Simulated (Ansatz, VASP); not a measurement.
WSe2 in VASP and in Ansatz

File INCAR:

```
SYSTEM = WSe2
PREC = Accurate
ENCUT = 520
EDIFF = 1E-6
ISMEAR = 0
SIGMA = 0.05
LREAL = .FALSE.
LASPH = .TRUE.
NELM = 80
ALGO = Normal
ISIF = 2
LWAVE = .FALSE.
LCHARG = .FALSE.
GGA = CA
NBANDS = 35
```

Contents of KPOINTS:

```
regular mesh
0
G
  9 9 2
  0 0 0
```

POSCAR

```
WSe2
1.0
    3.2486079436      0.0000000000      0.0000000000
   -1.6243039718      2.8133770061      0.0000000000
    0.0000000000      0.0000000000     23.6283233151
W Se
2 4
Direct
    0.4111726168      0.3333333333      0.1120498590
    0.3333333333      0.6666666667      0.8645333292
    0.3333333333      0.6666666667      0.2058884835
    0.6666666667      0.3333333333      0.9351101390
    0.3333333333      0.6666666667      0.0648898610
    0.6666666667      0.3333333333      0.7941115165
```

Input for Ansatz:

```yaml
crystal:
  lattice:
    - [3.2486079436, 0.0, 0.0]
    - [-1.6243039718, 2.8133770061, 0.0]
    - [0.0, 0.0, 23.6283233151]
  atoms:
    - { symbol: W, position: [0.4111726168, 0.3333333333, 0.112049859] }
    - { symbol: W, position: [0.3333333333, 0.6666666667, 0.8645333292] }
    - { symbol: Se, position: [0.3333333333, 0.6666666667, 0.2058884835] }
    - { symbol: Se, position: [0.6666666667, 0.3333333333, 0.935110139] }
    - { symbol: Se, position: [0.3333333333, 0.6666666667, 0.064889861] }
    - { symbol: Se, position: [0.6666666667, 0.3333333333, 0.7941115165] }
basis:
  ecutwfc: 420
kpoints:
  mp_grid: { grid: [9, 9, 2] }
hamiltonian:
  xc: lda
  pseudopotentials: { kind: paw, azcp: { folder: soft_1 } }
scf:
  occupations: { method: gaussian, width: 0.05 }
output:
  forces: true
  stress: true
  eigenvalues: true
```

Alike in both runs: task single point; functional LDA; k mesh 9 × 9 × 2; occupations gaussian, width 0.05 eV; no spin polarisation.

```csv
,VASP,Ansatz
version,VASP 6.6.1,Ansatz 0.2.0
potentials or method,"VASP PAW LDA potentials, release 64 (W_sv, Se), cutoff 520 eV","scalar-relativistic, plane waves, PAW"
valence electrons in the cell,52,92
```

|  | VASP | Ansatz | Ansatz less VASP |
| --- | --- | --- | --- |
| gap on the k mesh at the Fermi level (eV) | none | none | - |
| rms of the force components (eV/Å) | 17.740 | 18.003 | +0.2629 |

Ansatz warns that its potentials were made for another functional, while VASP's fit it. LDA's correlation is that of Perdew and Zunger in VASP and of Perdew and Wang (1992) in Ansatz. Atom by atom the forces differ by 0.267 eV/Å (rms over components). A gap of «none» marks a metal or a gap that the smearing closes. VASP's potentials hold 52 valence electrons a cell and Ansatz's 92, so a difference there can come from the potentials and not from the codes.

Spin-orbit coupling is off throughout.
